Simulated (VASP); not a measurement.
A run of VASP 6.6.1:

INCAR

```
SYSTEM = Si
PREC = Accurate
ENCUT = 520
EDIFF = 1E-6
ISMEAR = -1
SIGMA = 0.15
LREAL = .FALSE.
LASPH = .TRUE.
NELM = 60
ALGO = Normal
ISIF = 2
LWAVE = .FALSE.
LCHARG = .FALSE.
GGA = PE
NBANDS = 8
```

Contents of KPOINTS:

```
Automatic mesh
0
G
  14 14 14
  0 0 0
```

File POSCAR:

```
Si
1.0
    2.6904353282     -0.0159063441     -0.0000001383
   -1.3711647316      2.3148655567     -0.0000001383
   -0.6596351767     -1.1494793944      2.3414255962
Si
1
Direct
    0.0000000000      0.0000000000      0.0000000000
```

Potentials or basis: VASP PAW PBE potentials, release 64 (Si).

Launch:

```console
$ cat potpaw_PBE.64/Si/POTCAR > POTCAR
$ mpirun -np 1 vasp_std > vasp.out
```

Hardware: 1 thread of Intel(R) Xeon(R) Platinum 8259CL CPU @ 2.50GHz (Skylake/Cascade Lake), on a shared host.

Estimate the wall time of this run.

Wall time 14 s on 1 thread of Intel(R) Xeon(R) Platinum 8259CL CPU @ 2.50GHz (Skylake/Cascade Lake), with other jobs on the host, peak memory 0.13 GiB. Counts: scf iterations 9, k points 244.
